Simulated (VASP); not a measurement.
A run of VASP 6.6.1:

The input INCAR:

```
  ALGO = Normal
  EDIFF = 1E-6
  ENCUT = 520
  GGA = PE
  ISIF = 2
  ISMEAR = 0
  ISPIN = 2
  LASPH = True
  LCHARG = False
  LMAXMIX = 4
  LORBIT = 11
  LREAL = False
  LWAVE = False
  MAGMOM = -4 -1 0 0 0 0 0 0 0 0 0 0 0 0
  NBANDS = 52
  NELM = 150
  PREC = Accurate
  SIGMA = 0.1
```

The input KPOINTS:

```
k-points
0
Gamma
  4 4 4
```

Contents of POSCAR:

```
FeOsC6N6
1.0
    0.0000000000      5.0960000000      5.0960000000
    5.0960000000      0.0000000000      5.0960000000
    5.0960000000      5.0960000000      0.0000000000
Fe Os C N
1 1 6 6
Direct
    0.5000000000      0.5000000000      0.5000000000
    0.0000000000      0.0000000000      0.0000000000
    0.8139717400      0.1860282600      0.1860282600
    0.1860282600      0.8139717400      0.1860282600
    0.1860282600      0.1860282600      0.8139717400
    0.1860282600      0.8139717400      0.8139717400
    0.8139717400      0.1860282600      0.8139717400
    0.8139717400      0.8139717400      0.1860282600
    0.6991758200      0.3008241800      0.3008241800
    0.3008241800      0.6991758200      0.3008241800
    0.3008241800      0.3008241800      0.6991758200
    0.3008241800      0.6991758200      0.6991758200
    0.6991758200      0.3008241800      0.6991758200
    0.6991758200      0.6991758200      0.3008241800
```

Potentials or basis: VASP PAW PBE potentials, release 64 (Fe, Os, C, N).

Launch:

```console
$ cat potpaw_PBE.64/Fe/POTCAR potpaw_PBE.64/Os/POTCAR potpaw_PBE.64/C/POTCAR potpaw_PBE.64/N/POTCAR > POTCAR
$ mpirun -np 1 vasp_std > vasp.out
```

Hardware: 1 thread of AMD EPYC 7R43 64-Core Processor (Zen 3), on a shared host.

Task: How long does it take, and how much memory?

Result: Wall time 9.1 min on 1 thread of AMD EPYC 7R43 64-Core Processor (Zen 3), with other jobs on the host, peak memory 0.56 GiB. Counts: scf iterations 25, k points 8.
